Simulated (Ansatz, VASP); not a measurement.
One calculation of CdSe, two programs

Contents of INCAR:

```
SYSTEM = CdSe
  ALGO = Normal
  EDIFF = 1E-6
  ENCUT = 520
  GGA = PE
  ISIF = 2
  ISMEAR = 0
  LASPH = .TRUE.
  LCHARG = .FALSE.
  LREAL = .FALSE.
  LWAVE = .FALSE.
  NBANDS = 16
  NELM = 80
  PREC = Accurate
  SIGMA = 0.05
```

The input KPOINTS:

```
k-points
0
G
  10 10 10
  0 0 0
```

POSCAR

```
CdSe
1.0
    0.0000000000      3.0833645990      3.0833645990
    3.0833645990      0.0000000000      3.0833645990
    3.0023748889      3.0023748889      0.0809897101
Cd Se
1 1
Direct
    0.0000000000      0.0000000000      0.0000000000
    0.7500000000      0.7500000000      0.7500000000
```

Input for Ansatz:

```yaml
crystal:
  lattice:
    - [0.0, 3.083364599, 3.083364599]
    - [3.083364599, 0.0, 3.083364599]
    - [3.0023748889, 3.0023748889, 0.0809897101]
  atoms:
    - { symbol: Cd, position: [0.0, 0.0, 0.0] }
    - { symbol: Se, position: [0.75, 0.75, 0.75] }
basis:
  ecutwfc: 420
kpoints:
  mp_grid: { grid: [10, 10, 10] }
hamiltonian:
  xc: pbe
scf:
  occupations: { method: gaussian, width: 0.05 }
output:
  forces: true
  stress: true
  eigenvalues: true
```

Alike in both runs: task single point; functional PBE; k mesh 10 × 10 × 10; occupations gaussian, width 0.05 eV; no spin polarisation.

|  | VASP | Ansatz |
| --- | --- | --- |
| version | VASP 6.6.1 | Ansatz 0.2.0 |
| potentials or method | VASP PAW PBE potentials, release 64 (Cd, Se), cutoff 520 eV | scalar-relativistic, plane waves, PAW |
| valence electrons in the cell | 18 | 36 |

```csv
,VASP,Ansatz,Ansatz less VASP
gap on the k mesh at the Fermi level (eV),0.56,0.57,+0.001
least direct gap on the mesh (eV),0.56,0.57,+0.001
pressure (GPa),3.3,2.9,-0.33
"traceless stress, the component that is largest in VASP (GPa)",1.38,1.35,-0.033
rms of the force components (eV/Å),0.217,0.209,-0.0080
```

Atom by atom the forces differ by 0.008 eV/Å (rms over components). With one functional, cell and mesh, what is left measures potentials, basis and numerics. VASP's potentials hold 18 valence electrons a cell and Ansatz's 36, so a difference there can come from the potentials and not from the codes.
